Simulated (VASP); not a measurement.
A run of VASP 6.6.1:

File POSCAR:

```
Al
1.0
    0.0000000000      2.0199310410      2.0199310410
    2.0199310410      0.0000000000      2.0199310410
    2.0199310410      2.0199310410      0.0000000000
Al
1
Direct
    0.0000000000      0.0000000000      0.0000000000
```

Contents of INCAR.step1:

```
PREC = Accurate ; ENCUT = 520
EDIFF = 1E-5 ; ISMEAR = -1
SIGMA = 0.05 ; LREAL = False
LASPH = True ; NELM = 100
ALGO = Normal ; ISIF = 2
LWAVE = True ; LCHARG = False
GGA = PE ; NBANDS = 8
```

Contents of INCAR.step2:

```
PREC = Accurate ; ENCUT = 520
EDIFF = 1E-7 ; ISMEAR = -1
SIGMA = 0.05 ; LREAL = False
LASPH = True ; NELM = 100
ALGO = Normal ; ISIF = 2
LWAVE = False ; LCHARG = False
METAGGA = R2SCAN ; LHFCALC = True
AEXX = 0.1 ; LMIXTAU = True
PRECFOCK = Normal ; ISTART = 1
NBANDS = 8
```

KPOINTS

```
regular mesh
0
Gamma
  9 9 9
```

Potentials or basis: VASP PAW PBE potentials, release 64 (Al).

Command:

```sh
$ cat potpaw_PBE.64/Al/POTCAR > POTCAR
$ cp INCAR.step1 INCAR
$ mpirun -np 1 vasp_std > vasp.out
$ cp INCAR.step2 INCAR
$ mpirun -np 1 vasp_std > vasp.out
```

Hardware: 1 thread of Intel Xeon 6975P-C, on a shared host.

Estimate the wall time of this run.

Run time: 13 min on 1 thread of Intel Xeon 6975P-C, with other jobs on the host, peak memory 0.16 GiB. Counts: k points 35.
